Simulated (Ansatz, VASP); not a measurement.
Two plane-wave programs on MgO

The input POSCAR:

```
MgO
1.0
    0.0000000000      2.0970013927      2.0970013927
    2.0970013927      0.0000000000      2.0970013927
    2.0970013927      2.0970013927      0.0000000000
Mg O
1 1
Direct
    0.0000000000      0.0000000000      0.0000000000
    0.5000000000      0.5000000000      0.5000000000
```

INCAR.step1

```
SYSTEM = MgO
  PREC = Accurate
  ENCUT = 520
  EDIFF = 1E-5
  ISMEAR = -1
  SIGMA = 0.05
  LREAL = .False.
  LASPH = .True.
  NELM = 60
  ALGO = Normal
  ISIF = 2
  LWAVE = .True.
  GGA = PE
  NBANDS = 11
```

INCAR.step2

```
SYSTEM = MgO
  PREC = Accurate
  ENCUT = 520
  EDIFF = 1E-6
  ISMEAR = -1
  SIGMA = 0.05
  LREAL = .False.
  LASPH = .True.
  NELM = 60
  ALGO = Normal
  ISIF = 2
  LWAVE = .False.
  LCHARG = .True.
  METAGGA = R2SCAN
  LHFCALC = .True.
  AEXX = 0.35
  LMIXTAU = .True.
  PRECFOCK = Normal
  LELF = .True.
  LVHAR = .True.
  ISTART = 1
  NBANDS = 11
```

KPOINTS

```
Automatic mesh
0
Gamma
  6 6 6
  0 0 0
```

Contents of input.yaml:

```yaml
crystal:
  lattice:
    - [0.0, 2.0970013927, 2.0970013927]
    - [2.0970013927, 0.0, 2.0970013927]
    - [2.0970013927, 2.0970013927, 0.0]
  atoms:
    - { symbol: Mg, position: [0.0, 0.0, 0.0] }
    - { symbol: O, position: [0.5, 0.5, 0.5] }
hamiltonian:
  xc: { exchange: r2scan, correlation: r2scan, exx: { coeff: 0.35 } }
  pseudopotentials: { kind: paw }
kpoints:
  mp_grid: { grid: [6, 6, 6] }
scf:
  occupations: { method: fermi_dirac, width: 0.05 }
output:
  forces: true
  stress: true
  eigenvalues: true
```

Alike in both runs: task single point; functional r2SCAN-based global hybrid; k mesh 6 × 6 × 6; occupations fermi-dirac, width 0.05 eV; no spin polarisation.

|  | VASP | Ansatz |
| --- | --- | --- |
| version | VASP 6.6.1 | Ansatz 0.2.0 |
| potentials or method | VASP PAW PBE potentials, release 64 (Mg, O) | Ansatz PAW |
| plane-wave cutoff (eV) | 520 | 500 |
| valence electrons in the cell | 8 | 16 |

Ansatz gave:

```
gap on the k mesh at the Fermi level (eV) : 8.86
least direct gap on the mesh (eV)         : 8.86
pressure (GPa)                            : -3.7
```

Q: Which values does VASP return?

A: gap on the k mesh at the Fermi level (eV): 8.82; least direct gap on the mesh (eV): 8.82; pressure (GPa): -4.2.

VASP's potentials were made for PBE, not for r2SCAN-based global hybrid. VASP's potentials hold 8 valence electrons a cell and Ansatz's 16, so a difference there can come from the potentials and not from the codes.

The k mesh is coarse, so the values compare programs but aren't converged.
